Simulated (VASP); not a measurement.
# Al (P-1) in VASP: further runs

Runs on Al. Level: PBE. Tasks: single point.

Program: VASP 6.6.1. These are calculated values, not measurements. Logs are shortened: lines on timing, memory, paths and dates and some standing lists are left out, and cuts for length are marked.

### 1 The cell of the first run

The typed cell holds 4 atoms: a = 2.802 Å, b = 2.802 Å, c = 9.402 Å, α = 76.79°, β = 92.85°, γ = 109.47°.

### 2 Single point, PBE (the part above a cut slid along it)

Input file INCAR:

```
SYSTEM = Al
PREC = Accurate
ENCUT = 520
EDIFF = 1E-6
ISMEAR = 0
SIGMA = 0.15
LREAL = .FALSE.
LASPH = .TRUE.
NELM = 60
ALGO = Fast
ISIF = 2
LWAVE = .FALSE.
LCHARG = .FALSE.
GGA = PE
NBANDS = 14
```

Input file KPOINTS:

```
Automatic mesh
0
G
  16 16 5
  0 0 0
```

Input file POSCAR:

```
Al
1.0
   -1.6174623135      1.6174623135     -1.6174623135
   -1.6174623135     -1.6174623135      1.6174623135
   -1.4557160822      5.3376256347      7.6020728736
Al
4
Direct
   -0.0875000000     -0.7000000000      0.8750000000
    0.4875000000      0.4000000000      0.1250000000
   -0.0375000000     -0.3000000000      0.3750000000
    0.4375000000      0.0000000000      0.6250000000
```

Potentials or basis: VASP PAW PBE potentials, release 64 (Al).

Started as:

```bash
cat potpaw_PBE.64/Al/POTCAR > POTCAR
mpirun -np 1 vasp_std > vasp.out
```

OUTCAR:

```text
SYSTEM = Al
   PREC = Accurate
   ENCUT = 520
   EDIFF = 1E-6
   ISMEAR = 0
   LREAL = .FALSE.
   LASPH = .TRUE.
   NELM = 60
   ISIF = 2
   GGA = PE

 ion  position               nearest neighbor table
   1  0.913  0.300  0.875-   2 2.80   2 2.80   4 2.80   4 2.80   2 2.98   4 3.23   4 3.23
   2  0.487  0.400  0.125-   1 2.80   1 2.80   3 2.80   3 2.80   1 2.98   3 3.23   3 3.23
   3  0.962  0.700  0.375-   2 2.80   4 2.80   4 2.80   2 2.80   4 3.23   2 3.23   2 3.23   4 3.23

   4  0.438  0.000  0.625-   3 2.80   1 2.80   3 2.80   1 2.80   1 3.23   3 3.23   3 3.23   1 3.23

  LATTYP: Found a triclinic cell.
 ALAT       =     2.8015269063
 B/A-ratio  =     1.1547005384
 C/A-ratio  =     3.2756678709
 COS(alpha) =     0.0176254215
 COS(beta)  =     0.0712322929
 COS(gamma) =     0.5773502692

  Lattice vectors:

 A1 = (  -1.6174623135,  -1.6174623135,   1.6174623135)
 A2 = (  -3.2349246270,   0.0000000000,   0.0000000000)
 A3 = (  -0.1617462313,  -6.9550879482,  -5.9846105601)

Analysis of symmetry for initial positions (statically):
=====================================================================
 Subroutine PRICEL returns:
 Original cell was already a primitive cell.

 Routine SETGRP: Setting up the symmetry group for a
 triclinic supercell.

 Subroutine GETGRP returns: Found  2 space group operations
 (whereof  1 operations were pure point group operations)
 out of a pool of  2 trial point group operations.

The static configuration has the point symmetry C_1 .
 The point group associated with its full space group is S_2 .

Analysis of symmetry for dynamics (positions and initial velocities):
=====================================================================
 Subroutine PRICEL returns:
 Original cell was already a primitive cell.

 Routine SETGRP: Setting up the symmetry group for a
 triclinic supercell.

 Subroutine GETGRP returns: Found  2 space group operations
 (whereof  1 operations were pure point group operations)
 out of a pool of  2 trial point group operations.

The dynamic configuration has the point symmetry C_1 .
 The point group associated with its full space group is S_2 .

 Subroutine INISYM returns: Found  2 space group operations
 (whereof  1 operations are pure point group operations),
 and found     1 'primitive' translations

----------------------------------------------------------------------------------------

                                     Primitive cell

  volume of cell :      67.7053

  direct lattice vectors                    reciprocal lattice vectors
    -1.617462313  1.617462313 -1.617462313    -0.309126213  0.146834951 -0.162291262
    -1.617462313 -1.617462313  1.617462313    -0.309126213 -0.216388349  0.092737864
    -1.455716082  5.337625635  7.602072874     0.000000000  0.077281553  0.077281553

  length of vectors
     2.801526906  2.801526906  9.402173616     0.378758462  0.388565625  0.109292621

  position of ions in fractional coordinates (direct lattice)
     0.912500000  0.300000000  0.875000000
     0.487500000  0.400000000  0.125000000
     0.962500000  0.700000000  0.375000000
     0.437500000  1.000000000  0.625000000

  ion indices of the primitive-cell ions
   primitive index   ion index
                 1           1
                 2           2
                 3           3
                 4           4

----------------------------------------------------------------------------------------

 KPOINTS: Automatic mesh

Automatic generation of k-mesh.
 Grid dimensions read from file:
 generate k-points for:   16   16    5

 Generating k-lattice:

  Cartesian coordinates                     Fractional coordinates (reciprocal lattice)
    -0.019320388  0.009177184 -0.010143204     0.062500000 -0.000000000  0.000000000
    -0.019320388 -0.013524272  0.005796116    -0.000000000  0.062500000 -0.000000000
     0.000000000  0.015456311  0.015456311     0.000000000  0.000000000  0.200000000

  Length of vectors
     0.023672404  0.024285352  0.021858524

  Shift w.r.t. Gamma in fractional coordinates (k-lattice)
     0.000000000  0.000000000  0.000000000

 Subroutine IBZKPT returns following result:
 ===========================================

 Found    642 irreducible k-points:

 Following reciprocal coordinates:
            Coordinates               Weight
  0.000000  0.000000  0.000000      1.000000
  0.062500 -0.000000  0.000000      2.000000
  0.125000 -0.000000  0.000000      2.000000
  0.187500 -0.000000  0.000000      2.000000
  0.250000 -0.000000  0.000000      2.000000
  0.312500 -0.000000  0.000000      2.000000
[... 16 lines left out ...]
 -0.187500  0.062500 -0.000000      2.000000
 -0.125000  0.062500 -0.000000      2.000000
 [... further k-points ...]
   k-points           NKPTS =    642   k-points in BZ     NKDIM =    642   number of bands    NBANDS=     14
   number of dos      NEDOS =    301   number of ions     NIONS =      4
   total plane-waves  NPLWV =  40320
   dimension x,y,z NGX =    24 NGY =   24 NGZ =   70
   dimension x,y,z NGXF=    48 NGYF=   48 NGZF=  140
   ions per type =               4
   NGX,Y,Z   is equivalent  to a cutoff of  14.24, 14.24, 12.38 a.u.
   NGXF,Y,Z  is equivalent  to a cutoff of  28.48, 28.48, 24.75 a.u.
 SYSTEM =  Al
   PREC   = accura    normal or accurate (medium, high low for compatibility)
   ISTART =      0    job   : 0-new  1-cont  2-samecut
   ICHARG =      2    charge: 1-file 2-atom 10-const
   ISPIN  =      1    spin polarized calculation?
   LNONCOLLINEAR =      F non collinear calculations
   LSORBIT =      F    spin-orbit coupling
   LASPH  =      T    aspherical Exc in radial PAW
   ENCUT  =  520.0 eV  38.22 Ry    6.18 a.u.   5.21  5.21 17.48*2*pi/ulx,y,z
   NELM   =     60;   NELMIN=  2; NELMDL= -5     # of ELM steps
   EDIFF  = 0.1E-05   stopping-criterion for ELM
   LREAL  =      F    real-space projection
   EDIFFG = 0.1E-04   stopping-criterion for IOM
   NSW    =      0    number of steps for IOM
   IBRION =     -1    ionic relax: 0-MD 1-quasi-New 2-CG
   NFREE  =      0    steps in history (QN), initial steepest desc. (CG)
   ISIF   =      2    stress and relaxation
   ISYM   =      2    0-nonsym 1-usesym 2-fastsym
   POTIM  = 0.5000    time-step for ionic-motion
   TEBEG  =    0.0;   TEEND  =   0.0 temperature during run
   PSTRESS=    0.0 pullay stress
   NELECT =      12.0000    total number of electrons
   NUPDOWN=      -1.0000    fix difference up-down
   EMIN   =  10.00;   EMAX   =-10.00  energy-range for DOS
   EFERMI =   0.00;   METHOD = LEGACY
   ISMEAR =     0;   SIGMA  =   0.15  broadening in eV -4-tet -1-fermi 0-gaus
   EFERMI_NEDOS =   21; number of points for ismear=-14 and -15
   IALGO  =     68    algorithm
   IMIX   =      4    mixing-type and parameters
     AMIX     =   0.40;   BMIX     =  1.00
     AMIX_MAG =   1.60;   BMIX_MAG =  1.00
  volume/ion in A,a.u.               =      16.93       114.22
  Fermi-wavevector in a.u.,A,eV,Ry     =   0.919590  1.737774 11.505718  0.845646
  Thomas-Fermi vector in A             =   2.044801
   LORBIT       =      0    0 simple, 1 ext, 2 COOP (PROOUT), +10 PAW based schemes
   GGA     = PE    functional components
   LHFCALC =     F    Hartree Fock is set to
   AEXX    =    0.0000 exact exchange contribution
   IVDW    =     0    specifies the selected vdW correction
   LEPSILON=     F    determine dielectric tensor
   LRPA    =     F    only Hartree local field effects (RPA)
 non-spin polarized calculation
 RMM-DIIS sequential band-by-band and
 Gauss-broadening in eV      SIGMA  =   0.15
  energy-cutoff  :      520.00
  volume of cell :       67.71
 maximum number of plane-waves:      1840
 NGX is ok and might be reduce to    24
   NGX = 11   NGY = 11   NGZ = 35

 number of electron      12.0000000 magnetization

 Free energy of the ion-electron system (eV)
  ---------------------------------------------------
  ext. energy  EPLUGINS =         0.00000000
  ---------------------------------------------------
  free energy    TOTEN  =       -14.64225270 eV

  energy without entropy =      -14.62170986  energy(sigma->0) =      -14.63198128

 E-fermi :   7.7171     XC(G=0): -10.1062

 val. band max:        7.7167770655   @ k =   0.5000  -0.3125   0.2000
 cond. band min:       7.7171804284   @ k =  -0.4375   0.3750   0.4000
 fundamental gap:      0.0004033628
 Fermi energy:         7.7170538138

 k-point     1 :       0.0000    0.0000    0.0000
  band No.  band energies     occupation
      1      -3.2222      2.00000
      2      -1.4636      2.00000
      3      -1.4635      2.00000
      4       3.5014      2.00000
      5       3.9041      2.00000
      6      11.9379      0.00000
      7      11.9662      0.00000
      8      15.7822      0.00000
      9      15.9671      0.00000
     10      16.8451      0.00000
     11      16.9242      0.00000
     12      17.5005      0.00000
     13      17.7757      0.00000
     14      18.0000      0.00000

 k-point     2 :       0.0625   -0.0000    0.0000
  band No.  band energies     occupation
      1      -3.1393      2.00000
      2      -1.4035      2.00000
      3      -1.3597      2.00000
      4       3.5740      2.00000
      5       3.9898      2.00000
      6      11.9598      0.00000
      7      12.0837      0.00000
      8      14.2954      0.00000
      9      15.5134      0.00000
     10      15.8948      0.00000
     11      16.1741      0.00000
     12      16.8187      0.00000
     13      17.9707      0.00000
     14      18.2537      0.00000
[... 343 lines left out ...]
      1      -2.5586      2.00000
      2      -0.9165      2.00000
      3      -0.6992      2.00000
      4       4.0324      2.00000
      5       4.6367      2.00000
      6      10.9676      0.00000
      7      11.9121      0.00000
      8      12.4418      0.00000
      9      12.7153      0.00000
     10      13.0867      0.00000
     11      16.3445      0.00000
     12      17.1064      0.00000
     13      17.4607      0.00000
     14      17.8268      0.00000

 k-point    24 :      -0.1250    0.0625   -0.0000
  band No.  band energies     occupation
      1      -2.9160      2.00000
      2      -1.2918      2.00000
      3      -1.0302      2.00000
      4       3.6658      2.00000
      5       4.3230      2.00000
      6      11.8391      0.00000
      7      12.5496      0.00000
      8      12.9351      0.00000
      9      14.0416      0.00000
     10      14.9456      0.00000
     11      16.8260      0.00000
     12      17.5805      0.00000
     13      17.8580      0.00000
     14      18.0917      0.00000

 [... further k-points ...]
[... 5 lines left out ...]
  --------------------------------------------------------------------------------------
  -------------------------------------------------------------------------------------
  Total       -0.1639796      0.2151595      0.0386996     -0.0955693     -0.2330993     -0.0522175
  in kB       -3.8804132      5.0915340      0.9157878     -2.2615508     -5.5160606     -1.2356744
  external PRESSURE =       0.7089695 kB  Pullay stress =       0.0000000 kB

 VOLUME and BASIS-vectors are now :
 -----------------------------------------------------------------------------
  energy-cutoff  :      520.00
  volume of cell :       67.71
      direct lattice vectors                 reciprocal lattice vectors
    -1.617462313  1.617462313 -1.617462313    -0.309126213  0.146834951 -0.162291262
    -1.617462313 -1.617462313  1.617462313    -0.309126213 -0.216388349  0.092737864
    -1.455716082  5.337625635  7.602072874     0.000000000  0.077281553  0.077281553

 POSITION                                       TOTAL-FORCE (eV/Angst)
 -----------------------------------------------------------------------------------
     -3.23492      5.66112      5.66112         0.082129     -0.033560     -0.015801
     -1.61746      0.80873      0.80873        -0.082129      0.033560      0.015801
     -3.23492      2.42619      2.42619         0.005058      0.007940     -0.027801
     -1.61746      4.04366      4.04366        -0.005058     -0.007940      0.027801
 -----------------------------------------------------------------------------------
    total drift:                               -0.000000      0.000000     -0.000000

  FREE ENERGIE OF THE ION-ELECTRON SYSTEM (eV)
  ---------------------------------------------------
  free  energy   TOTEN  =       -14.6422527027 eV

  energy  without entropy=      -14.6217098610  energy(sigma->0) =      -14.63198128
```

Wall time 5.3 min (1 thread of AMD EPYC 9R45 (Zen 5), shared host); peak memory 0.5 GiB.

What came out:

| Quantity | Value |
| --- | --- |
| Free energy | -14.6423 eV |
| Pressure | 0.1 GPa |
| Largest force | 0.090 eV/Å |
| Band gap on the k mesh | zero (bands 6 and 7 overlap by 6.42 eV) |

Forces on the atoms (eV/Å):
```
Al   0.082 -0.034 -0.016
Al  -0.082  0.034  0.016
Al   0.005  0.008 -0.028
Al  -0.005 -0.008  0.028
```

Caveat: the cell differs from its parent crystal (the part above a cut slid along it).

### 3 Single point, PBE (the part above a cut slid along it)

Input file INCAR:

```
PREC     = Accurate       # precision mode
ENCUT    = 520            # plane-wave cutoff, eV
EDIFF    = 1E-6           # SCF threshold, eV
ISMEAR   = 0              # smearing method
SIGMA    = 0.15           # smearing width, eV
LREAL    = F              # projectors in reciprocal space
LASPH    = T              # aspherical terms in the spheres
NELM     = 80             # most SCF steps
ALGO     = Fast           # electronic algorithm
ISIF     = 2              # what is computed and relaxed
LWAVE    = F              # write WAVECAR
LCHARG   = T              # write CHGCAR
GGA      = PE             # functional
LELF     = T              # ELF
LVHAR    = T            
NBANDS   = 14             # bands
```

Input file KPOINTS:

```
Automatic mesh
0
Gamma
  16 16 5
```

Input file POSCAR:

```
Al
1.0
   -1.6174623135      1.6174623135     -1.6174623135
   -1.6174623135     -1.6174623135      1.6174623135
   -1.4557160822      6.3081030228      6.6315954855
Al
4
Direct
   -0.3500000000     -0.4375000000      0.8750000000
    0.4500000000      0.4375000000      0.1250000000
   -0.1500000000     -0.1875000000      0.3750000000
    0.2500000000      0.1875000000      0.6250000000
```

Potentials or basis: VASP PAW PBE potentials, release 64 (Al).

Started as:

```bash
cat potpaw_PBE.64/Al/POTCAR > POTCAR
mpirun -np 1 vasp_std > vasp.out
```

Wall time 5.3 min (1 thread of AMD EPYC 9R45 (Zen 5), shared host); peak memory 0.51 GiB.

It converged, with:

| Item | Value |
| --- | --- |
| Free energy | -14.0791 eV |
| Pressure | 4.2 GPa |
| Largest force | 2.475 eV/Å |
| Band gap on the k mesh | zero (bands 6 and 7 overlap by 6.50 eV) |

Forces on the atoms (eV/Å):
```
Al  -0.212 -1.478 -1.974
Al   0.212  1.478  1.974
Al  -0.008 -0.066 -0.065
Al   0.008  0.066  0.065
```

Stress tensor (GPa, compression positive):
```
-0.20  0.73  0.75
 0.73  4.65  5.34
 0.75  5.34  8.06
```

Levels at points of the mesh, in eV from the Fermi level:
| k point | band 4 | band 5 | band 6 | band 7 | band 8 | band 9 |
| --- | --- | --- | --- | --- | --- | --- |
| (0.00, 0.00, 0.00) | -4.25 | -3.76 | 3.93 | 4.32 | 8.32 | 8.44 |
| (0.50, 0.00, 0.00) | -4.58 | -3.57 | -2.91 | -0.50 | -0.01 | 2.19 |
| (0.00, 0.50, 0.00) | -4.68 | -3.36 | -2.73 | -0.80 | -0.26 | 2.55 |
| (0.50, 0.50, 0.00) | -2.54 | -2.08 | -2.06 | 1.29 | 2.07 | 2.23 |

Caveat: the cell differs from its parent crystal (the part above a cut slid along it); the stress differs along the axes, from -0 to 8 GPa; forces of over 1 eV/Å act on the atoms, so gaps and moduli don't describe the material at rest.
